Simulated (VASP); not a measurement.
# Be (Fd-3m) in VASP: further runs

The runs below take Be through single point, relaxation of cell and atoms, with LDA.

Everything below comes from runs of VASP 6.6.1. Logs are shortened: lines on timing, memory, paths and dates and some standing lists are left out, and cuts for length are marked.

### 1 The cell of the first run

The structure is cubic, space group Fd-3m (No. 227). Conventional cell: a = 4.414 Å, b = 4.414 Å, c = 4.414 Å, α = 90.00°, β = 90.00°, γ = 90.00°. Within 2.5 Å of Be (site symmetry -43m) lie 4 Be at 1.91 Å.

### 2 Single point, LDA

The input, INCAR:

```
PREC = Accurate
ENCUT = 520
EDIFF = 1E-7
ISMEAR = -1
SIGMA = 0.05
LREAL = False
LASPH = True
NELM = 80
ALGO = Normal
ISIF = 2
LWAVE = False
LCHARG = True
LELF = True
LVHAR = True
NBANDS = 9
```

The input, KPOINTS:

```
Automatic mesh
0
Gamma
  10 10 10
```

The input, POSCAR:

```
Be
1.0
    0.0000000000      2.2070017010      2.2070017010
    2.2070017010      0.0000000000      2.2070017010
    2.2070017010      2.2070017010      0.0000000000
Be
2
Direct
    0.0000000000      0.0000000000      0.0000000000
    0.2500000000      0.2500000000      0.2500000000
```

Potentials or basis: VASP PAW LDA potentials, release 64 (Be).

Launch:

```
cat potpaw_LDA.64/Be/POTCAR > POTCAR
mpirun -np 1 vasp_std > vasp.out
```

OUTCAR:

```text
PREC = Accurate
   ENCUT = 520
   EDIFF = 1E-7
   ISMEAR = -1
   LREAL = False
   LASPH = True
   NELM = 80
   ISIF = 2

 ion  position               nearest neighbor table
   1  0.000  0.000  0.000-   2 1.91   2 1.91   2 1.91   2 1.91
   2  0.250  0.250  0.250-   1 1.91   1 1.91   1 1.91   1 1.91

  LATTYP: Found a face centered cubic cell.
 ALAT       =     4.4140034020

  Lattice vectors:

 A1 = (   0.0000000000,   2.2070017010,   2.2070017010)
 A2 = (   2.2070017010,   0.0000000000,   2.2070017010)
 A3 = (   2.2070017010,   2.2070017010,   0.0000000000)

Analysis of symmetry for initial positions (statically):
=====================================================================
 Subroutine PRICEL returns:
 Original cell was already a primitive cell.

 Routine SETGRP: Setting up the symmetry group for a
 face centered cubic supercell.

 Subroutine GETGRP returns: Found 48 space group operations
 (whereof 24 operations were pure point group operations)
 out of a pool of 48 trial point group operations.

The static configuration has the point symmetry T_d .
 The point group associated with its full space group is O_h .

Analysis of symmetry for dynamics (positions and initial velocities):
=====================================================================
 Subroutine PRICEL returns:
 Original cell was already a primitive cell.

 Routine SETGRP: Setting up the symmetry group for a
 face centered cubic supercell.

 Subroutine GETGRP returns: Found 48 space group operations
 (whereof 24 operations were pure point group operations)
 out of a pool of 48 trial point group operations.

The dynamic configuration has the point symmetry T_d .
 The point group associated with its full space group is O_h .

 Subroutine INISYM returns: Found 48 space group operations
 (whereof 24 operations are pure point group operations),
 and found     1 'primitive' translations

----------------------------------------------------------------------------------------

                                     Primitive cell

  volume of cell :      21.5000

  direct lattice vectors                    reciprocal lattice vectors
     0.000000000  2.207001701  2.207001701    -0.226551706  0.226551706  0.226551706
     2.207001701  0.000000000  2.207001701     0.226551706 -0.226551706  0.226551706
     2.207001701  2.207001701  0.000000000     0.226551706  0.226551706 -0.226551706

  length of vectors
     3.121171738  3.121171738  3.121171738     0.392399065  0.392399065  0.392399065

  position of ions in fractional coordinates (direct lattice)
     0.000000000  0.000000000  0.000000000
     0.250000000  0.250000000  0.250000000

  ion indices of the primitive-cell ions
   primitive index   ion index
                 1           1
                 2           2

----------------------------------------------------------------------------------------

 KPOINTS: Automatic mesh

Automatic generation of k-mesh.
 Grid dimensions read from file:
 generate k-points for:   10   10   10

 Generating k-lattice:

  Cartesian coordinates                     Fractional coordinates (reciprocal lattice)
    -0.022655171  0.022655171  0.022655171     0.100000000  0.000000000  0.000000000
     0.022655171 -0.022655171  0.022655171     0.000000000  0.100000000  0.000000000
     0.022655171  0.022655171 -0.022655171     0.000000000  0.000000000  0.100000000

  Length of vectors
     0.039239906  0.039239906  0.039239906

  Shift w.r.t. Gamma in fractional coordinates (k-lattice)
     0.000000000  0.000000000  0.000000000

 Subroutine IBZKPT returns following result:
 ===========================================

 Found     47 irreducible k-points:

 Following reciprocal coordinates:
            Coordinates               Weight
  0.000000  0.000000  0.000000      1.000000
  0.100000  0.000000  0.000000      8.000000
  0.200000  0.000000  0.000000      8.000000
  0.300000  0.000000  0.000000      8.000000
  0.400000  0.000000  0.000000      8.000000
  0.500000  0.000000  0.000000      4.000000
[... 16 lines left out ...]
  0.300000  0.300000  0.000000      6.000000
  0.400000  0.300000  0.000000     24.000000
 [... further k-points ...]
   k-points           NKPTS =     47   k-points in BZ     NKDIM =     47   number of bands    NBANDS=      9
   number of dos      NEDOS =    301   number of ions     NIONS =      2
   total plane-waves  NPLWV =  13824
   dimension x,y,z NGX =    24 NGY =   24 NGZ =   24
   dimension x,y,z NGXF=    48 NGYF=   48 NGZF=   48
   ions per type =               2
   NGX,Y,Z   is equivalent  to a cutoff of  12.78, 12.78, 12.78 a.u.
   NGXF,Y,Z  is equivalent  to a cutoff of  25.57, 25.57, 25.57 a.u.
 SYSTEM =  unknown system
   PREC   = accura    normal or accurate (medium, high low for compatibility)
   ISTART =      0    job   : 0-new  1-cont  2-samecut
   ICHARG =      2    charge: 1-file 2-atom 10-const
   ISPIN  =      1    spin polarized calculation?
   LNONCOLLINEAR =      F non collinear calculations
   LSORBIT =      F    spin-orbit coupling
   LASPH  =      T    aspherical Exc in radial PAW
   ENCUT  =  520.0 eV  38.22 Ry    6.18 a.u.   5.80  5.80  5.80*2*pi/ulx,y,z
   NELM   =     80;   NELMIN=  2; NELMDL= -5     # of ELM steps
   EDIFF  = 0.1E-06   stopping-criterion for ELM
   LREAL  =      F    real-space projection
   EDIFFG = 0.1E-05   stopping-criterion for IOM
   NSW    =      0    number of steps for IOM
   IBRION =     -1    ionic relax: 0-MD 1-quasi-New 2-CG
   NFREE  =      0    steps in history (QN), initial steepest desc. (CG)
   ISIF   =      2    stress and relaxation
   ISYM   =      2    0-nonsym 1-usesym 2-fastsym
   POTIM  = 0.5000    time-step for ionic-motion
   TEBEG  =    0.0;   TEEND  =   0.0 temperature during run
   PSTRESS=    0.0 pullay stress
   NELECT =       4.0000    total number of electrons
   NUPDOWN=      -1.0000    fix difference up-down
   EMIN   =  10.00;   EMAX   =-10.00  energy-range for DOS
   EFERMI =   0.00;   METHOD = LEGACY
   ISMEAR =    -1;   SIGMA  =   0.05  broadening in eV -4-tet -1-fermi 0-gaus
   EFERMI_NEDOS =   21; number of points for ismear=-14 and -15
   IALGO  =     38    algorithm
   IMIX   =      4    mixing-type and parameters
     AMIX     =   0.40;   BMIX     =  1.00
     AMIX_MAG =   1.60;   BMIX_MAG =  1.00
  volume/ion in A,a.u.               =      10.75        72.54
  Fermi-wavevector in a.u.,A,eV,Ry     =   0.934578  1.766096 11.883816  0.873436
  Thomas-Fermi vector in A             =   2.061397
   LORBIT       =      0    0 simple, 1 ext, 2 COOP (PROOUT), +10 PAW based schemes
   GGA     = CA    functional components
   LHFCALC =     F    Hartree Fock is set to
   AEXX    =    0.0000 exact exchange contribution
   IVDW    =     0    specifies the selected vdW correction
   LEPSILON=     F    determine dielectric tensor
   LRPA    =     F    only Hartree local field effects (RPA)
 non-spin polarized calculation
  energy-cutoff  :      520.00
  volume of cell :       21.50
 maximum number of plane-waves:       589
   NGX = 11   NGY = 11   NGZ = 11

 number of electron       4.0000000 magnetization

 Free energy of the ion-electron system (eV)
  ---------------------------------------------------
  ext. energy  EPLUGINS =         0.00000000
  ---------------------------------------------------
  free energy    TOTEN  =        -4.59431063 eV

  energy without entropy =       -4.58294391  energy(sigma->0) =       -4.58862727

 E-fermi :   3.4753     XC(G=0):  -9.5281

 val. band max:        3.4104779782   @ k =  -0.2000   0.3000   0.1000
 cond. band min:       3.4780006122   @ k =   0.5000   0.4000   0.0000
 fundamental gap:      0.0675226340
 Fermi energy:         3.4753146298

 k-point     1 :       0.0000    0.0000    0.0000
  band No.  band energies     occupation
      1      -5.1101      2.00000
      2       9.2487      0.00000
      3       9.2487      0.00000
      4       9.2487      0.00000
      5      12.1356      0.00000
      6      12.1356      0.00000
      7      12.1356      0.00000
      8      21.6076      0.00000
      9      21.6501      0.00000

 k-point     2 :       0.1000    0.0000    0.0000
  band No.  band energies     occupation
      1      -4.9351      2.00000
      2       7.8437      0.00000
      3       8.8234      0.00000
      4       8.8234      0.00000
      5      12.6870      0.00000
      6      12.6870      0.00000
      7      13.2876      0.00000
      8      20.4717      0.00000
      9      21.1431      0.00000

 k-point     3 :       0.2000    0.0000    0.0000
  band No.  band energies     occupation
      1      -4.4113      2.00000
      2       5.5472      0.00000
      3       8.1044      0.00000
      4       8.1044      0.00000
      5      13.5317      0.00000
      6      13.5317      0.00000
      7      14.8636      0.00000
      8      19.1268      0.00000
      9      20.1903      0.00000

 k-point     4 :       0.3000    0.0000    0.0000
  band No.  band energies     occupation
      1      -3.5445      2.00000
      2       3.2490      1.97860
      3       7.5204      0.00000
      4       7.5204      0.00000
      5      13.7579      0.00000
      6      13.7579      0.00000
      7      16.0900      0.00000
      8      18.1767      0.00000
      9      20.9200      0.00000
[... 205 lines left out ...]
 k-point    22 :      -0.2000    0.2000    0.0000
  band No.  band energies     occupation
      1      -3.2504      2.00000
      2       4.3819      0.00000
      3       4.4757      0.00000
      4       7.6651      0.00000
      5      13.9881      0.00000
      6      14.3615      0.00000
      7      16.5060      0.00000
      8      18.4979      0.00000
      9      19.0548      0.00000

 k-point    23 :       0.3000    0.3000    0.0000
  band No.  band energies     occupation
      1      -2.9987      2.00000
      2       5.1326      0.00000
      3       5.1326      0.00000
      4       5.6273      0.00000
      5      11.3789      0.00000
      6      12.5514      0.00000
      7      18.6199      0.00000
      8      18.6199      0.00000
      9      24.2603      0.00000

 k-point    24 :       0.4000    0.3000    0.0000
  band No.  band energies     occupation
      1      -2.1236      2.00000
      2       3.9433      0.00017
      3       4.5474      0.00000
      4       4.7872      0.00000
      5      11.5221      0.00000
      6      12.5382      0.00000
      7      19.2531      0.00000
      8      19.8384      0.00000
      9      24.4349      0.00000

 [... further k-points ...]

------------------------ aborting loop because EDIFF is reached ----------------------------------------

  FORCE on cell =-STRESS in cart. coord.  units (eV):
  Direction    XX          YY          ZZ          XY          YZ          ZX
  --------------------------------------------------------------------------------------
  -------------------------------------------------------------------------------------
  Total        2.7181910      2.7181910      2.7181910     -0.0000000      0.0000000      0.0000000
  in kB      202.5594735    202.5594735    202.5594735     -0.0000000      0.0000000      0.0000000
  external PRESSURE =     202.5594735 kB  Pullay stress =       0.0000000 kB

 VOLUME and BASIS-vectors are now :
 -----------------------------------------------------------------------------
  energy-cutoff  :      520.00
  volume of cell :       21.50
      direct lattice vectors                 reciprocal lattice vectors
     0.000000000  2.207001701  2.207001701    -0.226551706  0.226551706  0.226551706
     2.207001701  0.000000000  2.207001701     0.226551706 -0.226551706  0.226551706
     2.207001701  2.207001701  0.000000000     0.226551706  0.226551706 -0.226551706

 POSITION                                       TOTAL-FORCE (eV/Angst)
 -----------------------------------------------------------------------------------
      0.00000      0.00000      0.00000        -0.000000     -0.000000     -0.000000
      1.10350      1.10350      1.10350         0.000000      0.000000      0.000000
 -----------------------------------------------------------------------------------
    total drift:                               -0.000000      0.000000      0.000000

  FREE ENERGIE OF THE ION-ELECTRON SYSTEM (eV)
  ---------------------------------------------------
  free  energy   TOTEN  =        -4.5943106298 eV

  energy  without entropy=       -4.5829439142  energy(sigma->0) =       -4.58862727
```

Run time: 3.6 s. Hardware: 1 thread of Intel Xeon 6975P-C, shared host; peak memory 0.12 GiB.

Results:

```yaml
Free_energy: -4.5943 eV
Pressure: 20.3 GPa
Band_gap_on_the_k_mesh: zero (band 2 reaches 9.25 eV, above the bottom of band 3 at 1.79 eV)
```

### 3 Single point, LDA

This run uses another cell than the first one, of 11.97 Å³/atom, 1.114 times its volume.

The input, INCAR:

```
  PREC = Accurate
  ENCUT = 520
  EDIFF = 1E-6
  ISMEAR = -1
  SIGMA = 0.05
  LREAL = False
  LASPH = True
  NELM = 60
  ALGO = Normal
  ISIF = 2
  LWAVE = False
  LCHARG = True
  GGA = CA
  LELF = True
  LVHAR = True
  NBANDS = 9
```

The input, KPOINTS:

```
regular mesh
0
Gamma
  10 10 10
```

The input, POSCAR:

```
Be
1.0
    0.0000000000      2.2876682853      2.2876682853
    2.2876682853      0.0000000000      2.2876682853
    2.2876682853      2.2876682853      0.0000000000
Be
2
Direct
    0.0000000000      0.0000000000      0.0000000000
    0.2500000000      0.2500000000      0.2500000000
```

Potentials or basis: VASP PAW LDA potentials, release 64 (Be).

Launch:

```
cat potpaw_LDA.64/Be/POTCAR > POTCAR
mpirun -np 1 vasp_std > vasp.out
```

Run time: 3.6 s. Hardware: 1 thread of Intel Xeon 6975P-C, shared host; peak memory 0.12 GiB.

It converged, with:

```yaml
Free_energy: -4.8217 eV
Pressure: 10.2 GPa
Band_gap_on_the_k_mesh: zero (band 2 reaches 8.15 eV, above the bottom of band 3 at 1.17 eV)
```

Levels at points of the mesh, in eV from the Fermi level:
```csv
k point,band 1,band 2,band 3,band 4,band 5,band 6,band 7
"(0.00, 0.00, 0.00)",-8.10,5.36,5.36,5.36,8.13,8.13,8.13
"(0.50, 0.00, 0.00)",-4.23,-3.75,3.34,3.34,9.37,9.37,12.50
"(0.50, 0.50, 0.00)",-2.61,-2.61,0.63,0.63,7.09,7.09,17.43
```

(Part 1 of 2 ends here.)
